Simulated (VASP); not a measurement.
# Hf (Im-3m) in VASP: relaxation of cell and atoms with r2SCAN

Aim: the relaxation of cell and atoms of Hf with r2SCAN.

All numbers are computed with VASP 6.6.1; they aren't measurements. Logs are shortened: lines on timing, memory, paths and dates and some standing lists are left out, and cuts for length are marked.

## (1) The cell of the first run

The structure is cubic, space group Im-3m (No. 229). The conventional cell has a = 3.610 Å, b = 3.610 Å, c = 3.610 Å, α = 90.00°, β = 90.00°, γ = 90.00°. Hf (site symmetry m-3m) has 14 Hf at 3.13 to 3.61 Å within 4.1 Å.

This isn't the form of Hf at room conditions, which is hcp.

## (2) Relaxation of cell and atoms, r2SCAN

File POSCAR:

```
Hf
1.0
   -1.8050000000      1.8050000000      1.8050000000
    1.8050000000     -1.8050000000      1.8050000000
    1.8050000000      1.8050000000     -1.8050000000
Hf
1
Direct
    0.0000000000      0.0000000000      0.0000000000
```

File INCAR.step1:

```
  PREC = Accurate
  ENCUT = 600
  ISMEAR = 0
  SIGMA = 0.1
  LREAL = F
  LASPH = T
  NELM = 100
  GGA = PE
  ALGO = Normal
  EDIFF = 1E-4
  LWAVE = T
  LCHARG = F
```

File INCAR.step2:

```
  PREC = Accurate
  ENCUT = 600
  EDIFF = 1E-6
  ISMEAR = 0
  SIGMA = 0.1
  LREAL = F
  LASPH = T
  NELM = 100
  ALGO = Normal
  ISIF = 3
  LWAVE = F
  LCHARG = F
  METAGGA = R2SCAN
  LMIXTAU = T
  IBRION = 2
  NSW = 100
  EDIFFG = -0.005
  ISTART = 1
```

File KPOINTS:

```
regular mesh
0
Gamma
  16 16 16
```

Potentials or basis: VASP PAW PBE potentials, release 64 (Hf_pv).

Command:

```sh
> cat potpaw_PBE.64/Hf_pv/POTCAR > POTCAR
> cp INCAR.step1 INCAR
> mpirun -np 1 vasp_std > vasp.out
> cp INCAR.step2 INCAR
> mpirun -np 1 vasp_std > vasp.out
```

OUTCAR:

```text
PREC = Accurate
   ENCUT = 600
   EDIFF = 1E-6
   ISMEAR = 0
   LREAL = F
   LASPH = T
   NELM = 100
   ISIF = 3
   METAGGA = R2SCAN
   IBRION = 2
   NSW = 100
   EDIFFG = -0.005
   ISTART = 1

 ion  position               nearest neighbor table
   1  0.000  0.000  0.000-

  LATTYP: Found a body centered cubic cell.
 ALAT       =     3.6100000000

  Lattice vectors:

 A1 = (  -1.8050000000,   1.8050000000,   1.8050000000)
 A2 = (   1.8050000000,  -1.8050000000,   1.8050000000)
 A3 = (   1.8050000000,   1.8050000000,  -1.8050000000)

Analysis of symmetry for initial positions (statically):
=====================================================================
 Subroutine PRICEL returns:
 Original cell was already a primitive cell.

 Routine SETGRP: Setting up the symmetry group for a
 body centered cubic supercell.

 Subroutine GETGRP returns: Found 48 space group operations
 (whereof 48 operations were pure point group operations)
 out of a pool of 48 trial point group operations.

The static configuration has the point symmetry O_h .

Analysis of symmetry for dynamics (positions and initial velocities):
=====================================================================
 Subroutine PRICEL returns:
 Original cell was already a primitive cell.

 Routine SETGRP: Setting up the symmetry group for a
 body centered cubic supercell.

 Subroutine GETGRP returns: Found 48 space group operations
 (whereof 48 operations were pure point group operations)
 out of a pool of 48 trial point group operations.

The dynamic configuration has the point symmetry O_h .

 Subroutine INISYM returns: Found 48 space group operations
 (whereof 48 operations are pure point group operations),
 and found     1 'primitive' translations

----------------------------------------------------------------------------------------

                                     Primitive cell

  volume of cell :      23.5229

  direct lattice vectors                    reciprocal lattice vectors
    -1.805000000  1.805000000  1.805000000     0.000000000  0.277008310  0.277008310
     1.805000000 -1.805000000  1.805000000     0.277008310  0.000000000  0.277008310
     1.805000000  1.805000000 -1.805000000     0.277008310  0.277008310  0.000000000

  length of vectors
     3.126351708  3.126351708  3.126351708     0.391748909  0.391748909  0.391748909

  position of ions in fractional coordinates (direct lattice)
     0.000000000  0.000000000  0.000000000

[... 92 lines left out ...]
   IALGO  =     38    algorithm
   IMIX   =      4    mixing-type and parameters
     AMIX     =   0.40;   BMIX     =  1.00
     AMIX_MAG =   1.60;   BMIX_MAG =  1.00
  volume/ion in A,a.u.               =      23.52       158.74
  Fermi-wavevector in a.u.,A,eV,Ry     =   1.230961  2.326179 20.616432  1.515265
  Thomas-Fermi vector in A             =   2.365789
   LORBIT       =      0    0 simple, 1 ext, 2 COOP (PROOUT), +10 PAW based schemes
   METAGGA = R2SCAN    functional components
   LHFCALC =     F    Hartree Fock is set to
   AEXX    =    0.0000 exact exchange contribution
   IVDW    =     0    specifies the selected vdW correction
   LEPSILON=     F    determine dielectric tensor
   LRPA    =     F    only Hartree local field effects (RPA)
 conjugate gradient relaxation of ions
 non-spin polarized calculation
 Gauss-broadening in eV      SIGMA  =   0.10
  energy-cutoff  :      600.00
  volume of cell :       23.52
 maximum number of plane-waves:       798
 NGX is ok and might be reduce to    28
   NGX = 13   NGY = 13   NGZ = 13

--------------------------------------- Ionic step        1  -------------------------------------------

 number of electron       9.9999999 magnetization

 Free energy of the ion-electron system (eV)
  ---------------------------------------------------
  ext. energy  EPLUGINS =         0.00000000
  ---------------------------------------------------
  free energy    TOTEN  =       -44.91677465 eV

  energy without entropy =      -44.90676854  energy(sigma->0) =      -44.91177160

------------------------ aborting loop because EDIFF is reached ----------------------------------------

  FORCE on cell =-STRESS in cart. coord.  units (eV):
  Direction    XX          YY          ZZ          XY          YZ          ZX
  --------------------------------------------------------------------------------------
  -------------------------------------------------------------------------------------
  Total       -0.8718789     -0.8718789     -0.8718789     -0.0000000      0.0000000      0.0000000
  in kB      -59.3847777    -59.3847777    -59.3847777     -0.0000000      0.0000000      0.0000000
  external PRESSURE =     -59.3847777 kB  Pullay stress =       0.0000000 kB
[... 127 lines left out ...]
--------------------------------------- Ionic step        5  -------------------------------------------

 number of electron      10.0000001 magnetization

 Free energy of the ion-electron system (eV)
  ---------------------------------------------------
  ext. energy  EPLUGINS =         0.00000000
  ---------------------------------------------------
  free energy    TOTEN  =       -44.94501483 eV

  energy without entropy =      -44.93608901  energy(sigma->0) =      -44.94055192

 E-fermi :   4.5427     XC(G=0): -12.2385

 val. band max:        4.5400839837   @ k =  -0.3750   0.3750   0.0625
 cond. band min:       4.5469930708   @ k =   0.2500   0.2500   0.0000
 fundamental gap:      0.0069090870
 Fermi energy:         4.5426676366

 k-point     1 :       0.0000    0.0000    0.0000
  band No.  band energies     occupation
      1     -26.3684      2.00000
      2     -26.3684      2.00000
      3     -26.3684      2.00000
      4      -2.8840      2.00000
      5       6.3334      0.00000
      6       6.3334      0.00000
      7       6.3334      0.00000
      8       9.1965      0.00000
      9       9.1965      0.00000
[... 265 lines left out ...]
 k-point    24 :       0.2500    0.1875    0.0000
  band No.  band energies     occupation
      1     -27.0593      2.00000
      2     -26.6511      2.00000
      3     -26.4432      2.00000
      4       1.2113      2.00000
      5       4.0764      2.00000
      6       4.6449      0.14840
      7       8.5952      0.00000
      8       9.9918      0.00000
      9      11.4169      0.00000

 [... further k-points ...]

------------------------ aborting loop because EDIFF is reached ----------------------------------------

  FORCE on cell =-STRESS in cart. coord.  units (eV):
  Direction    XX          YY          ZZ          XY          YZ          ZX
  --------------------------------------------------------------------------------------
  -------------------------------------------------------------------------------------
  Total       -0.0030813     -0.0030813     -0.0030813      0.0000000      0.0000000      0.0000000
  in kB       -0.2237445     -0.2237445     -0.2237445      0.0000000      0.0000000      0.0000000
  external PRESSURE =      -0.2237445 kB  Pullay stress =       0.0000000 kB
[... 16 lines left out ...]
  FREE ENERGIE OF THE ION-ELECTRON SYSTEM (eV)
  ---------------------------------------------------
  free  energy   TOTEN  =       -44.9450148329 eV

  energy  without entropy=      -44.9360890052  energy(sigma->0) =      -44.94055192

 reached required accuracy - stopping structural energy minimisation
```

OSZICAR.step1:

```text
N       E                     dE             d eps       ncg     rms          rms(c)
DAV:   1     0.734761444061E+01    0.73476E+01   -0.64407E+03  2610   0.114E+03
DAV:   2    -0.981190062178E+01   -0.17160E+02   -0.16701E+02  3952   0.138E+02
DAV:   3    -0.101032493206E+02   -0.29135E+00   -0.28822E+00  3139   0.134E+01
DAV:   4    -0.101045359574E+02   -0.12866E-02   -0.12842E-02  3179   0.938E-01
DAV:   5    -0.101045433073E+02   -0.73499E-05   -0.73498E-05  3099   0.523E-02    0.440E+01
DAV:   6    -0.981891448345E+01    0.28563E+00   -0.31217E-01  2725   0.446E+00    0.253E+01
DAV:   7    -0.973059870407E+01    0.88316E-01   -0.41508E-01  2767   0.493E+00    0.107E+00
DAV:   8    -0.972610807172E+01    0.44906E-02   -0.23554E-02  2761   0.128E+00    0.251E-01
DAV:   9    -0.972607271913E+01    0.35353E-04   -0.36728E-04  2886   0.195E-01
   1 F= -.97260727E+01 E0= -.97213693E+01  d E =-.940690E-02
```

Run time: 9.7 min. Hardware: 1 thread of Intel Xeon 8259CL, shared host; peak memory 0.21 GiB.

Results:

```
Free energy                           : -44.9450 eV
Relaxed volume                        : 22.06 Å³/atom
Relaxed cell                          : a = 3.060 Å, b = 3.060 Å, c = 3.060 Å, α = 109.47°, β = 109.47°, γ = 109.47°
Space group after relaxing (to 0.1 Å) : Im-3m (No. 229)
Energy gained by relaxing             : 28.2 meV/atom
Ionic steps                           : 5
Pressure after relaxing               : 0.0 GPa
Band gap on the k mesh                : zero (bands 5 and 6 overlap by 2.53 eV)
```

Step by step:
| step | energy change (eV) | largest force (eV/Å) | pressure (GPa) | volume (Å³) |
| --- | --- | --- | --- | --- |
| 1 | 0.0000 | 0.0000 | -5.94 | 23.52 |
| 2 | 0.0018 | 0.0000 | 7.32 | 20.68 |
| 3 | -0.0282 | 0.0000 | -0.09 | 22.07 |
| 4 | -0.0282 | 0.0000 | 0.05 | 22.05 |
| 5 | -0.0282 | 0.0000 | -0.02 | 22.06 |

Final structure:
```
Hf
1.0
    -1.76690    1.76690    1.76690
     1.76690   -1.76690    1.76690
     1.76690    1.76690   -1.76690
Hf
1
Cartesian
  0.0000 0.0000 0.0000
```

Caveat: the PAW data sets were made with another functional, which shifts forces and pressure a little; spin-orbit coupling is left out, which moves the levels of the heavy elements.
